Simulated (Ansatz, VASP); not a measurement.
**One calculation of Ag, two programs**

```
Ag
1.0
     0.00000    1.94094    1.99202
     1.94094    0.00000    1.99202
     1.94094    1.94094    0.00000
Ag
1
Direct
  0.00000 0.00000 0.00000
```

Change from the starting cell: strain -0.050 along x and y, -0.025 along z, atoms carried along.

Alike in both runs: task single point; functional PBEsol; k mesh 20 × 20 × 20; occupations gaussian, width 0.15 eV; no spin polarisation.

|  | VASP | Ansatz |
| --- | --- | --- |
| version | VASP 6.6.1 | Ansatz 0.2.0 |
| potentials or method | VASP PAW PBE potentials, release 64 (Ag), cutoff 520 eV | scalar-relativistic, plane waves, PAW |
| valence electrons in the cell | 11 | 19 |

VASP gave:

```
gap on the k mesh at the Fermi level (eV)                     : none
pressure (GPa)                                                : 16.3
traceless stress, the component that is largest in VASP (GPa) : -1.12
```

Problem. What did Ansatz give for the same quantities?

Solution. gap on the k mesh at the Fermi level (eV): none; pressure (GPa): 16.7; traceless stress, the component that is largest in VASP (GPa): -1.13.

VASP's potentials were made for PBE, not for PBEsol. A gap of «none» marks a metal or a gap that the smearing closes. The functional is the same, so the differences come from potentials, cutoffs and numerics. VASP's potentials hold 11 valence electrons a cell and Ansatz's 19, so a difference there can come from the potentials and not from the codes.
